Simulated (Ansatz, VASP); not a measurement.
# Bi in VASP and in Ansatz

File INCAR:

```
ALGO = Normal
EDIFF = 1E-6
ENCUT = 520
GGA = RP
ISIF = 2
ISMEAR = -1
LASPH = True
LCHARG = False
LREAL = False
LWAVE = False
NBANDS = 38
NELM = 80
PREC = Accurate
SIGMA = 0.1
```

Contents of KPOINTS:

```
k-points
0
Gamma
  12 12 3
```

The input POSCAR:

```
Bi
1.0
    3.6025176269      0.0000000000      0.0000000000
   -1.8012588135      3.1198717825      0.0000000000
    0.0000000000      0.0000000000     12.0675979353
Bi
4
Direct
    0.0000000000      1.0000000000      0.0000000000
    0.0000000000      1.0000000000      0.5000000000
    0.3333333333      0.6666666667      0.2500000000
    0.6666666667      0.3333333333      0.7500000000
```

Input for Ansatz:

```yaml
crystal:
  lattice:
    - [3.6025176269, 0.0, 0.0]
    - [-1.8012588135, 3.1198717825, 0.0]
    - [0.0, 0.0, 12.0675979353]
  atoms:
    - { symbol: Bi, position: [0.0, 1.0, 0.0] }
    - { symbol: Bi, position: [0.0, 1.0, 0.5] }
    - { symbol: Bi, position: [0.3333333333, 0.6666666667, 0.25] }
    - { symbol: Bi, position: [0.6666666667, 0.3333333333, 0.75] }
hamiltonian:
  xc: rpbe
  pseudopotentials:
    kind: paw
    azcp:
      Bi: "pseudopotentials/Bi.paw.azcp"
basis:
  ecutwfc: 420
  fft_grid_basis: typed
kpoints:
  mp_grid: { grid: [12, 12, 3], shift: [0, 0, 0] }
magnetization:
  spin_polarized: false
scf:
  occupations: { method: fermi_dirac, width: 0.1 }
  lower_state_search: "off"
output:
  stress: true
```

Alike in both runs: task single point; functional RPBE; k mesh 12 × 12 × 3; occupations fermi-dirac, width 0.1 eV; no spin polarisation.

|  | VASP | Ansatz |
| --- | --- | --- |
| version | VASP 6.6.1 | Ansatz 0.2.0 |
| potentials or method | VASP PAW PBE potentials, release 64 (Bi_d), cutoff 520 eV | plane waves (420 eV) with PAW, scalar-relativistic |
| valence electrons in the cell | 60 | 60 |

Ansatz gave:

| Quantity | Value |
| --- | --- |
| pressure (GPa) | -1.8 |
| traceless stress, the component that is largest in VASP (GPa) | 0.21 |

Task: Estimate VASP's values.

Result: Pressure (GPa): -1.8; traceless stress, the component that is largest in VASP (GPa): 0.20.

VASP's potentials were made for PBE, not for RPBE.

Spin-orbit coupling is off throughout.
